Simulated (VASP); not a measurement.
Here is a VASP 6.6.1 calculation.

Contents of POSCAR:

```
Cu
1.0
    2.4610779577      0.0000000286      0.0000000511
   -0.9222398689      2.2817489647      0.0000000511
   -0.7694190867     -1.1408745594      2.0404176588
Cu
1
Direct
    0.0000000000      0.0000000000      0.0000000000
```

The input INCAR.step1:

```
PREC     = Accurate       # precision mode
ENCUT    = 520            # plane-wave cutoff, eV
ISMEAR   = -1             # smearing method
SIGMA    = 0.1            # smearing width, eV
LREAL    = False          # projectors in reciprocal space
LASPH    = True           # aspherical terms in the spheres
NELM     = 80             # most SCF steps
NBANDS   = 12             # bands
GGA      = PE             # functional
ALGO     = Normal         # electronic algorithm
EDIFF    = 1E-4           # SCF threshold, eV
LWAVE    = True           # write WAVECAR
LCHARG   = False          # write CHGCAR
```

File INCAR.step2:

```
PREC     = Accurate       # precision mode
ENCUT    = 520            # plane-wave cutoff, eV
EDIFF    = 1E-6           # SCF threshold, eV
ISMEAR   = -1             # smearing method
SIGMA    = 0.1            # smearing width, eV
LREAL    = False          # projectors in reciprocal space
LASPH    = True           # aspherical terms in the spheres
NELM     = 80             # most SCF steps
ALGO     = Normal         # electronic algorithm
ISIF     = 2              # what is computed and relaxed
LWAVE    = False          # write WAVECAR
LCHARG   = True           # write CHGCAR
METAGGA  = R2SCAN         # meta-GGA
LMIXTAU  = True         
IVDW     = 12             # dispersion correction
VDW_S6   = 1.0          
VDW_S8   = 0.78981345   
VDW_A1   = 0.49484001   
VDW_A2   = 5.73083694   
LELF     = True           # ELF
LVHAR    = True         
NBANDS   = 12             # bands
ISTART   = 1
```

File KPOINTS:

```
regular mesh
0
Gamma
  8 8 8
```

Potentials or basis: VASP PAW PBE potentials, release 64 (Cu).

Command:

```bash
$ cat potpaw_PBE.64/Cu/POTCAR > POTCAR
$ cp INCAR.step1 INCAR
$ mpirun -np 1 vasp_std > vasp.out
$ cp INCAR.step2 INCAR
$ mpirun -np 1 vasp_std > vasp.out
```

(1) Predict the dispersion energy per atom.

(2) Predict the pressure.

Results:

(1) -0.283 eV.

(2) -2.8 GPa.

Caveat: the k points lie up to 0.39 Å⁻¹ apart; the PAW data sets were made with another functional, which shifts forces and pressure a little; pairwise dispersion overbinds metals, which lowers pressure and volume.
